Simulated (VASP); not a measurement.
# HfC (Fm-3m) in VASP: settings compared, part 2 of 2

VASP 6.6.1.

## (5) Single point, PBE0

This run uses another cell than the first one, of 12.57 Å³/atom.

Contents of POSCAR:

```
HfC
1.0
    0.0000000000      2.3250000000      2.3250000000
    2.3250000000      0.0000000000      2.3250000000
    2.3250000000      2.3250000000      0.0000000000
Hf C
1 1
Direct
    0.5000000000      0.5000000000      0.5000000000
    0.0000000000      0.0000000000      0.0000000000
```

Contents of INCAR.step1:

```
SYSTEM = HfC
PREC = Accurate
ENCUT = 520
EDIFF = 1E-5
ISMEAR = -1
SIGMA = 0.05
LREAL = .False.
LASPH = .True.
NELM = 80
ALGO = Normal
ISIF = 2
LWAVE = .True.
LCHARG = .False.
NBANDS = 14
GGA = PE
```

Contents of INCAR.step2:

```
SYSTEM = HfC
PREC = Accurate
ENCUT = 520
EDIFF = 1E-6
ISMEAR = -1
SIGMA = 0.05
LREAL = .False.
LASPH = .True.
NELM = 80
ALGO = Normal
ISIF = 2
LWAVE = .False.
LCHARG = .False.
GGA = PE
LHFCALC = .True.
AEXX = 0.25
PRECFOCK = Normal
NBANDS = 14
ISTART = 1
```

Contents of KPOINTS:

```
Automatic mesh
0
Gamma
  6 6 6
  0 0 0
```

Potentials or basis: VASP PAW PBE potentials, release 64 (Hf_pv, C).

Run with:

```bash
$ cat potpaw_PBE.64/Hf_pv/POTCAR potpaw_PBE.64/C/POTCAR > POTCAR
$ cp INCAR.step1 INCAR
$ mpirun -np 1 vasp_std > vasp.out
$ cp INCAR.step2 INCAR
$ mpirun -np 1 vasp_std > vasp.out
```

OUTCAR:

```text
SYSTEM = HfC
   PREC = Accurate
   ENCUT = 520
   EDIFF = 1E-6
   ISMEAR = -1
   LREAL = .False.
   LASPH = .True.
   NELM = 80
   ISIF = 2
   GGA = PE
   LHFCALC = .True.
   AEXX = 0.25
   PRECFOCK = Normal
   ISTART = 1

 ion  position               nearest neighbor table
   1  0.500  0.500  0.500-   2 2.33   2 2.33   2 2.33   2 2.33   2 2.33   2 2.33
   2  0.000  0.000  0.000-   1 2.33   1 2.33   1 2.33   1 2.33   1 2.33   1 2.33

  LATTYP: Found a face centered cubic cell.
 ALAT       =     4.6500000000

  Lattice vectors:

 A1 = (   0.0000000000,   2.3250000000,   2.3250000000)
 A2 = (   2.3250000000,   0.0000000000,   2.3250000000)
 A3 = (   2.3250000000,   2.3250000000,   0.0000000000)

Analysis of symmetry for initial positions (statically):
=====================================================================
 Subroutine PRICEL returns:
 Original cell was already a primitive cell.

 Routine SETGRP: Setting up the symmetry group for a
 face centered cubic supercell.

 Subroutine GETGRP returns: Found 48 space group operations
 (whereof 48 operations were pure point group operations)
 out of a pool of 48 trial point group operations.

The static configuration has the point symmetry O_h .

Analysis of symmetry for dynamics (positions and initial velocities):
=====================================================================
 Subroutine PRICEL returns:
 Original cell was already a primitive cell.

 Routine SETGRP: Setting up the symmetry group for a
 face centered cubic supercell.

 Subroutine GETGRP returns: Found 48 space group operations
 (whereof 48 operations were pure point group operations)
 out of a pool of 48 trial point group operations.

The dynamic configuration has the point symmetry O_h .

 Subroutine INISYM returns: Found 48 space group operations
 (whereof 48 operations are pure point group operations),
 and found     1 'primitive' translations

----------------------------------------------------------------------------------------

                                     Primitive cell

  volume of cell :      25.1362

  direct lattice vectors                    reciprocal lattice vectors
     0.000000000  2.325000000  2.325000000    -0.215053763  0.215053763  0.215053763
     2.325000000  0.000000000  2.325000000     0.215053763 -0.215053763  0.215053763
     2.325000000  2.325000000  0.000000000     0.215053763  0.215053763 -0.215053763

  length of vectors
     3.288046533  3.288046533  3.288046533     0.372484045  0.372484045  0.372484045

  position of ions in fractional coordinates (direct lattice)
     0.500000000  0.500000000  0.500000000
     0.000000000  0.000000000  0.000000000

  ion indices of the primitive-cell ions
   primitive index   ion index
                 1           1
                 2           2

----------------------------------------------------------------------------------------

 KPOINTS: Automatic mesh

Automatic generation of k-mesh.
 Grid dimensions read from file:
 generate k-points for:    6    6    6

 Generating k-lattice:

  Cartesian coordinates                     Fractional coordinates (reciprocal lattice)
[... 39 lines left out ...]
   NGX,Y,Z   is equivalent  to a cutoff of  12.13, 12.13, 12.13 a.u.
   NGXF,Y,Z  is equivalent  to a cutoff of  24.27, 24.27, 24.27 a.u.
 SYSTEM =  HfC
   PREC   = accura    normal or accurate (medium, high low for compatibility)
   ISTART =      1    job   : 0-new  1-cont  2-samecut
   ICHARG =      0    charge: 1-file 2-atom 10-const
   ISPIN  =      1    spin polarized calculation?
   LNONCOLLINEAR =      F non collinear calculations
   LSORBIT =      F    spin-orbit coupling
   LASPH  =      T    aspherical Exc in radial PAW
   ENCUT  =  520.0 eV  38.22 Ry    6.18 a.u.   6.11  6.11  6.11*2*pi/ulx,y,z
   NELM   =     80;   NELMIN=  2; NELMDL=  0     # of ELM steps
   EDIFF  = 0.1E-05   stopping-criterion for ELM
   LREAL  =      F    real-space projection
   EDIFFG = 0.1E-04   stopping-criterion for IOM
   NSW    =      0    number of steps for IOM
   IBRION =     -1    ionic relax: 0-MD 1-quasi-New 2-CG
   NFREE  =      0    steps in history (QN), initial steepest desc. (CG)
   ISIF   =      2    stress and relaxation
   ISYM   =      3    0-nonsym 1-usesym 2-fastsym
   POTIM  = 0.5000    time-step for ionic-motion
   TEBEG  =    0.0;   TEEND  =   0.0 temperature during run
   PSTRESS=    0.0 pullay stress
   NELECT =      14.0000    total number of electrons
   NUPDOWN=      -1.0000    fix difference up-down
   EMIN   =  10.00;   EMAX   =-10.00  energy-range for DOS
   EFERMI =   0.00;   METHOD = LEGACY
   ISMEAR =    -1;   SIGMA  =   0.05  broadening in eV -4-tet -1-fermi 0-gaus
   EFERMI_NEDOS =   21; number of points for ismear=-14 and -15
   IALGO  =     38    algorithm
   IMIX   =      1    mixing-type and parameters
     AMIX     =   0.40;   BMIX     =  1.00
     AMIX_MAG =   1.60;   BMIX_MAG =  1.00
  volume/ion in A,a.u.               =      12.57        84.81
  Fermi-wavevector in a.u.,A,eV,Ry     =   1.346949  2.545365 24.684672  1.814272
  Thomas-Fermi vector in A             =   2.474740
   LORBIT       =      0    0 simple, 1 ext, 2 COOP (PROOUT), +10 PAW based schemes
   GGA     = PE    functional components
   LHFCALC =     T    Hartree Fock is set to
   PRECFOCK=normal    Normal, Fast or Accurate (Low or Medium for compatibility)
   ENCUT4O =  -1.0   cutoff for four orbital integrals eV
   NKREDX  =     1    reduce k-point grid by
   NKREDY  =     1    reduce k-point grid by
   NKREDZ  =     1    reduce k-point grid by
   AEXX    =    0.2500 exact exchange contribution
   HFSCREEN=    0.0000 screening length (either q_TF or 0.3 A-1)
   HFSCREENC=   0.0000 screening length for correlation (either q_TF or 0.3 A-1)
   ENCUTFOCK=  -1.0 apply spherical cutoff to Coloumb kernel
   IVDW    =     0    specifies the selected vdW correction
   LEPSILON=     F    determine dielectric tensor
   LRPA    =     F    only Hartree local field effects (RPA)
 non-spin polarized calculation
  energy-cutoff  :      520.00
  volume of cell :       25.14
 maximum number of plane-waves:       700
  NGX = 20; NGY = 20; NGZ = 20

 number of electron      14.0000000 magnetization

 Free energy of the ion-electron system (eV)
  ---------------------------------------------------
  ext. energy  EPLUGINS =         0.00000000
  ---------------------------------------------------
  free energy    TOTEN  =       -25.54998330 eV

  energy without entropy =      -25.54986281  energy(sigma->0) =      -25.54992305

 E-fermi :   5.4044     XC(G=0):  -9.6593

 val. band max:        5.0788760286   @ k =   0.1667   0.1667   0.0000
 cond. band min:       5.6943884862   @ k =   0.5000   0.5000   0.0000
 fundamental gap:      0.6155124576
 Fermi energy:         5.4043729627

 k-point     1 :       0.0000    0.0000    0.0000
  band No.  band energies     occupation
      1     -26.4318      2.00000
      2     -26.4318      2.00000
      3     -26.4318      2.00000
      4      -8.6763      2.00000
      5       7.0029      0.00000
      6       7.0029      0.00000
      7       7.0029      0.00000
      8       8.0261      0.00000
      9       8.0261      0.00000
     10       8.0261      0.00000
     11      10.0072      0.00000
     12      10.0072      0.00000
     13      13.9292      0.00000
     14      17.9427      0.00000
[... 241 lines left out ...]
      1     -27.0066      2.00000
      2     -26.7977      2.00000
      3     -26.7010      2.00000
      4      -6.0098      2.00000
      5       2.0087      2.00000
      6       2.4220      2.00000
      7       2.5782      2.00000
      8       8.5773      0.00000
      9      12.3205      0.00000
     10      13.7218      0.00000
     11      13.9145      0.00000
     12      15.6096      0.00000
     13      18.9740      0.00000
     14      20.5848      0.00000

------------------------ aborting loop because EDIFF is reached ----------------------------------------

  FORCE on cell =-STRESS in cart. coord.  units (eV):
  Direction    XX          YY          ZZ          XY          YZ          ZX
  --------------------------------------------------------------------------------------
  -------------------------------------------------------------------------------------
  Total       -0.7312171     -0.7312171     -0.7312171      0.0000000     -0.0000000      0.0000000
  in kB      -46.6077425    -46.6077425    -46.6077425      0.0000000     -0.0000000      0.0000000
  external PRESSURE =     -46.6077425 kB  Pullay stress =       0.0000000 kB

 VOLUME and BASIS-vectors are now :
 -----------------------------------------------------------------------------
  energy-cutoff  :      520.00
  volume of cell :       25.14
      direct lattice vectors                 reciprocal lattice vectors
     0.000000000  2.325000000  2.325000000    -0.215053763  0.215053763  0.215053763
     2.325000000  0.000000000  2.325000000     0.215053763 -0.215053763  0.215053763
     2.325000000  2.325000000  0.000000000     0.215053763  0.215053763 -0.215053763

 POSITION                                       TOTAL-FORCE (eV/Angst)
 -----------------------------------------------------------------------------------
      2.32500      2.32500      2.32500         0.000000      0.000000     -0.000000
      0.00000      0.00000      0.00000        -0.000000      0.000000      0.000000
 -----------------------------------------------------------------------------------
    total drift:                                0.000000      0.000000      0.000000

  FREE ENERGIE OF THE ION-ELECTRON SYSTEM (eV)
  ---------------------------------------------------
  free  energy   TOTEN  =       -25.5499832954 eV

  energy  without entropy=      -25.5498628079  energy(sigma->0) =      -25.54992305
```

Run time: 45 min. Hardware: 1 thread of Intel Xeon 8259CL, shared host; peak memory 0.16 GiB.

What came out:

```
Free energy            : -25.5500 eV
Pressure               : -4.7 GPa
Band gap on the k mesh : zero (bands 7 and 8 overlap by 2.13 eV)
```

Levels at points of the mesh, in eV from the Fermi level:
```csv
k point,band 3,band 4,band 5,band 6,band 7,band 8,band 9,band 10,band 11,band 12
"(0.00, 0.00, 0.00)",-31.84,-14.08,1.60,1.60,1.60,2.62,2.62,2.62,4.60,4.60
"(0.50, 0.00, 0.00)",-31.91,-9.97,-7.12,-3.58,-3.58,7.02,7.02,7.56,7.89,13.49
"(0.50, 0.50, 0.00)",-32.09,-12.00,-3.32,-1.65,0.29,0.29,6.72,8.50,8.50,10.10
```

Caveat: the k points lie up to 0.39 Å⁻¹ apart, too coarse for converged energies and pressures of a metal; the PAW data sets were made with another functional, which shifts forces and pressure a little; spin-orbit coupling is left out, which moves the levels of the heavy elements.

## (6) Single point, HSE06

This run uses another cell than the first one, of 13.32 Å³/atom.

Contents of POSCAR:

```
HfC
1.0
    0.0000000000      2.3705998121      2.3705998121
    2.3705998121      0.0000000000      2.3705998121
    2.3705998121      2.3705998121      0.0000000000
Hf C
1 1
Direct
    0.5000000000      0.5000000000      0.5000000000
    0.0000000000      0.0000000000      0.0000000000
```

Contents of INCAR.step1:

```
SYSTEM = HfC
PREC = Accurate ; ENCUT = 520
EDIFF = 1E-5 ; ISMEAR = -1
SIGMA = 0.05 ; LREAL = .False.
LASPH = .True. ; NELM = 60
ALGO = Normal ; ISIF = 2
LWAVE = .True. ; LCHARG = .False.
GGA = PE ; NBANDS = 14
```

Contents of INCAR.step2:

```
SYSTEM = HfC
PREC = Accurate ; ENCUT = 520
EDIFF = 1E-6 ; ISMEAR = -1
SIGMA = 0.05 ; LREAL = .False.
LASPH = .True. ; NELM = 60
ALGO = Normal ; ISIF = 2
LWAVE = .False. ; LCHARG = .False.
GGA = PE ; LHFCALC = .True.
HFSCREEN = 0.2079 ; PRECFOCK = Normal
ISTART = 1 ; NBANDS = 14
```

KPOINTS is that of step 5.

Potentials or basis: VASP PAW PBE potentials, release 64 (Hf_pv, C).

Run with:

```bash
$ cat potpaw_PBE.64/Hf_pv/POTCAR potpaw_PBE.64/C/POTCAR > POTCAR
$ cp INCAR.step1 INCAR
$ mpirun -np 1 vasp_std > vasp.out
$ cp INCAR.step2 INCAR
$ mpirun -np 1 vasp_std > vasp.out
```

Wall time 17 min (1 thread of AMD EPYC 7R13 (Zen 3), shared host); peak memory 0.23 GiB.

The run converged. Its results:

```yaml
Free_energy: -23.8894 eV
Pressure: -16.5 GPa
Band_gap_on_the_k_mesh: zero (bands 7 and 8 overlap by 1.59 eV)
```

Levels at points of the mesh, in eV from the Fermi level:
```csv
k point,band 5,band 6,band 7,band 8,band 9,band 10
"(0.00, 0.00, 0.00)",1.30,1.30,1.30,2.19,2.19,2.19
"(0.50, 0.00, 0.00)",-6.46,-3.03,-3.03,6.19,6.19,6.69
"(0.50, 0.50, 0.00)",-3.02,-1.20,-0.08,-0.08,5.91,7.54
```

Caveat: the k points lie up to 0.38 Å⁻¹ apart, too coarse for converged energies and pressures of a metal; the PAW data sets were made with another functional, which shifts forces and pressure a little; spin-orbit coupling is left out, which moves the levels of the heavy elements.

## (7) Single point, PBE0

This run uses another cell than the first one, of 13.32 Å³/atom.

POSCAR is that of step 6.

Contents of INCAR.step1:

```
PREC = Accurate
ENCUT = 520
EDIFF = 1E-5
ISMEAR = -1
SIGMA = 0.05
LREAL = F
LASPH = T
NELM = 60
ALGO = Normal
ISIF = 2
LWAVE = T
LCHARG = F
NBANDS = 14
GGA = PE
```

Contents of INCAR.step2:

```
PREC = Accurate
ENCUT = 520
EDIFF = 1E-7
ISMEAR = -1
SIGMA = 0.05
LREAL = F
LASPH = T
NELM = 60
ALGO = Normal
ISIF = 2
LWAVE = F
LCHARG = F
GGA = PE
LHFCALC = T
AEXX = 0.25
PRECFOCK = Normal
NBANDS = 14
ISTART = 1
```

Contents of KPOINTS:

```
regular mesh
0
Gamma
  6 6 6
```

Potentials or basis: VASP PAW PBE potentials, release 64 (Hf_pv, C).

Run with:

```bash
$ cat potpaw_PBE.64/Hf_pv/POTCAR potpaw_PBE.64/C/POTCAR > POTCAR
$ cp INCAR.step1 INCAR
$ mpirun -np 1 vasp_std > vasp.out
$ cp INCAR.step2 INCAR
$ mpirun -np 1 vasp_std > vasp.out
```

OUTCAR:

```text
PREC = Accurate
   ENCUT = 520
   EDIFF = 1E-7
   ISMEAR = -1
   LREAL = F
   LASPH = T
   NELM = 60
   ISIF = 2
   GGA = PE
   LHFCALC = T
   AEXX = 0.25
   PRECFOCK = Normal
   ISTART = 1

 ion  position               nearest neighbor table
   1  0.500  0.500  0.500-   2 2.37   2 2.37   2 2.37   2 2.37   2 2.37   2 2.37
   2  0.000  0.000  0.000-   1 2.37   1 2.37   1 2.37   1 2.37   1 2.37   1 2.37

  LATTYP: Found a face centered cubic cell.
 ALAT       =     4.7411996242
[... 458 lines left out ...]

------------------------ aborting loop because EDIFF is reached ----------------------------------------

  FORCE on cell =-STRESS in cart. coord.  units (eV):
  Direction    XX          YY          ZZ          XY          YZ          ZX
  --------------------------------------------------------------------------------------
  -------------------------------------------------------------------------------------
  Total       -2.8312136     -2.8312136     -2.8312136      0.0000000     -0.0000000      0.0000000
  in kB     -170.2466175   -170.2466175   -170.2466175      0.0000000     -0.0000000      0.0000000
  external PRESSURE =    -170.2466175 kB  Pullay stress =       0.0000000 kB

 VOLUME and BASIS-vectors are now :
 -----------------------------------------------------------------------------
  energy-cutoff  :      520.00
  volume of cell :       26.64
      direct lattice vectors                 reciprocal lattice vectors
     0.000000000  2.370599812  2.370599812    -0.210917084  0.210917084  0.210917084
     2.370599812  0.000000000  2.370599812     0.210917084 -0.210917084  0.210917084
     2.370599812  2.370599812  0.000000000     0.210917084  0.210917084 -0.210917084

 POSITION                                       TOTAL-FORCE (eV/Angst)
 -----------------------------------------------------------------------------------
      2.37060      2.37060      2.37060         0.000000     -0.000000     -0.000000
      0.00000      0.00000      0.00000        -0.000000      0.000000      0.000000
 -----------------------------------------------------------------------------------
    total drift:                               -0.000000     -0.000000     -0.000000

  FREE ENERGIE OF THE ION-ELECTRON SYSTEM (eV)
  ---------------------------------------------------
  free  energy   TOTEN  =       -25.4454197493 eV

  energy  without entropy=      -25.4451364635  energy(sigma->0) =      -25.44527811
```

OUTCAR.step1:

```text
PREC = Accurate
   ENCUT = 520
   EDIFF = 1E-5
   ISMEAR = -1
   LREAL = F
[... 483 lines left out ...]
      2.37060      2.37060      2.37060         0.000000      0.000000      0.000000
      0.00000      0.00000      0.00000        -0.000000     -0.000000     -0.000000
 -----------------------------------------------------------------------------------
    total drift:                                0.000000      0.000000      0.000000

  FREE ENERGIE OF THE ION-ELECTRON SYSTEM (eV)
  ---------------------------------------------------
  free  energy   TOTEN  =       -20.9703967298 eV

  energy  without entropy=      -20.9651514161  energy(sigma->0) =      -20.96777407
```

Run time: 20 min. Hardware: 1 thread of AMD EPYC 7R13 (Zen 3), shared host; peak memory 0.14 GiB.

Results:

| Property | Result |
| --- | --- |
| Free energy | -25.4454 eV |
| Pressure | -17.0 GPa |
| Band gap on the k mesh | zero (bands 7 and 8 overlap by 2.11 eV) |

Caveat: the k points lie up to 0.38 Å⁻¹ apart, too coarse for converged energies and pressures of a metal; the PAW data sets were made with another functional, which shifts forces and pressure a little; spin-orbit coupling is left out, which moves the levels of the heavy elements.

## (8) Overview

| level | spin | cell | k mesh | cutoff (eV) | smearing | grid for exact exchange (PRECFOCK) | share of exact exchange | screening parameter | gap on the mesh (eV) | pressure (GPa) | moment (μB) |
| --- | --- | --- | --- | --- | --- | --- | --- | --- | --- | --- | --- |
| rpbe exchange, lyp correlation | non-collinear, zero start, SOC | a = 3.331 Å, angles 60.0°, 2 atoms | 8 × 8 × 8 | 600 | gaussian 0.025 eV | - | - | - | - | 1.4 | 0.00 |
| rpbe exchange, lyp correlation | non-collinear, zero start, SOC | a = 3.353 Å, angles 60.0°, 2 atoms | 8 × 8 × 8 | 600 | gaussian 0.025 eV | - | - | - | - | -2.6 | 0.00 |
| HSE06 | off | a = 3.288 Å, angles 60.0°, 2 atoms | 6 × 6 × 6 | 520 | fermi-dirac 0.05 eV | Normal | 0.25 | 0.2079 1/Å | none | -4.2 | - |
| PBE0 | off | a = 3.288 Å, angles 60.0°, 2 atoms | 6 × 6 × 6 | 520 | fermi-dirac 0.05 eV | Normal | 0.25 | - | none | -4.7 | - |
| HSE06 | off | a = 3.353 Å, angles 60.0°, 2 atoms | 6 × 6 × 6 | 520 | fermi-dirac 0.05 eV | Normal | 0.25 | 0.2079 1/Å | none | -16.5 | - |
| PBE0 | off | a = 3.353 Å, angles 60.0°, 2 atoms | 6 × 6 × 6 | 520 | fermi-dirac 0.05 eV | Normal | 0.25 | - | none | -17.0 | - |

Alike in all rows: task single point; potentials or basis VASP PAW PBE potentials, release 64 (Hf_pv, C).

Caveats: some runs use coarse meshes; the PAW data sets were made with another functional, which shifts forces and pressure a little; spin-orbit coupling is left out, which moves the levels of the heavy elements (at least some runs).

Total energies depend on the potentials used, so only differences within one code and one set of settings carry meaning.

The gap in the log of VASP goes by the Fermi energy; the results here count the filled bands.